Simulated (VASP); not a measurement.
## SiO2: single point with r2SCAN

SiO2:

```
Si O
1.0
     4.01799    0.00000    0.00000
     0.00000    4.01799    0.00000
     0.00000    0.00000    2.56200
Si O
2 4
Direct
  0.50000 0.50000 0.50000
  0.00000 0.00000 0.00000
  0.69389 0.69389 0.00000
  0.19389 0.80611 0.50000
  0.30611 0.30611 0.00000
  0.80611 0.19389 0.50000
```

This cell differs from its parent crystal: strain -0.040 along x and y, -0.040 along z.

```yaml
Program: VASP 6.6.1
Task: single point
Functional: r2SCAN
Potentials_or_basis: VASP PAW PBE potentials, release 64 (Si, O)
Cutoff: 520 eV
k_mesh: 6 × 6 × 8
Occupations: gaussian, width 0.05 eV
Spin: no spin polarisation
```

```json
{"Pressure": "53.8 GPa", "Largest force": "1.020 eV/Å", "Band gap on the k mesh": "8.09 eV, direct"}
```

Forces in eV/Å, atoms in the order of the input:
```
Si   0.000  0.000  0.000
Si   0.000  0.000  0.000
O    0.721  0.721  0.000
O    0.721 -0.721  0.000
O   -0.721 -0.721  0.000
O   -0.721  0.721  0.000
```

Stress tensor (GPa, compression positive):
```
49.79  0.00  0.00
 0.00 49.79  0.00
 0.00  0.00 61.90
```

Levels at points of the mesh, in eV from the valence-band top:
| k point | band 13 | band 14 | band 15 | band 16 | band 17 | band 18 | band 19 | band 20 |
| --- | --- | --- | --- | --- | --- | --- | --- | --- |
| (0.00, 0.00, 0.00) | -2.65 | -0.96 | -0.96 | 0.00 | 8.09 | 8.94 | 10.60 | 10.60 |
| (0.50, 0.00, 0.00) | -3.01 | -3.01 | -1.22 | -1.22 | 10.22 | 10.22 | 11.26 | 11.26 |
| (0.50, 0.50, 0.00) | -2.96 | -2.96 | -2.76 | -2.76 | 9.89 | 9.89 | 12.29 | 12.29 |
| (0.00, 0.00, 0.50) | -3.73 | -3.73 | -3.18 | -3.18 | 11.88 | 11.88 | 15.09 | 15.09 |
| (0.50, 0.00, 0.50) | -2.62 | -2.62 | -2.13 | -2.13 | 11.07 | 11.07 | 12.35 | 12.35 |
| (0.50, 0.50, 0.50) | -2.03 | -2.03 | -1.90 | -1.90 | 9.83 | 9.83 | 12.91 | 12.91 |

Wall time 2.2 min on 1 thread of Intel(R) Xeon(R) Platinum 8259CL CPU @ 2.50GHz (Skylake/Cascade Lake), with other jobs on the host, peak memory 0.17 GiB.

Caveat: the cell differs from its parent crystal (strain -0.040 along x and y, -0.040 along z); the PAW data sets were made with another functional, which shifts forces and pressure a little. A k mesh can miss the band edges.
